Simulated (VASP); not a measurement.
Write the native input for VASP 6.6.1 that does the following.

- Task: electric field gradients
- Functional: LDA
- Potentials or basis: VASP PAW LDA potentials, release 64 (Mo_sv, S)
- Cutoff: 520 eV
- k mesh: 15 × 15 × 15
- Occupations: fermi-dirac, width 0.05 eV
- Spin: no spin polarisation
- Dipole correction: no
- Further INCAR settings: ALGO = Normal; EDIFF = 1e-08; NBANDS = 20

The structure of MoS2 lies in POSCAR:

```
MoS2
1.0
    1.5601261102      0.9007392297      6.0405721524
   -1.5601261102      0.9007392297      6.0405721524
    0.0000000000     -1.8014784593      6.0405721524
Mo S
1 2
Direct
    0.0000000000      0.0000000000      0.0000000000
    0.7484000000      0.7484000000      0.7484000000
    0.5849000000      0.5849000000      0.5849000000
```

The input as run:

INCAR

```
ALGO = Normal
EDIFF = 1E-8
ENCUT = 520
GGA = CA
ISIF = 2
ISMEAR = -1
LASPH = T
LCHARG = F
LEFG = T
LREAL = F
LWAVE = F
NBANDS = 20
NELM = 80
PREC = Accurate
SIGMA = 0.05
```

KPOINTS

```
k-points
0
Gamma
  15 15 15
```

Potentials or basis: VASP PAW LDA potentials, release 64 (Mo_sv, S).

Command:

```sh
$ cat potpaw_LDA.64/Mo_sv/POTCAR potpaw_LDA.64/S/POTCAR > POTCAR
$ mpirun -np 1 vasp_std > vasp.out
```

Results of the run:

```yaml
Pressure: 8.8 GPa
Largest_force: 1.634 eV/Å
Band_gap_on_the_k_mesh: 0.61 eV (least direct gap 1.72 eV)
Largest_electric_field_gradient_by_atom: Mo -101.4; S -67.0, -65.3 V/Å²
```

Caveat: the stress differs along the axes, from 6 to 14 GPa; semilocal functionals underestimate gaps, and a narrow one can read as zero; without QUAD_EFG the Cq values of the log hold for a quadrupole moment of 1 mb, not for the nuclei; forces of over 1 eV/Å act on the atoms, so gaps and moduli don't describe the material at rest.

Wall time 21 min on 1 thread of Oxide Virtual Turin-like Processor, on a shared host, peak memory 0.45 GiB.
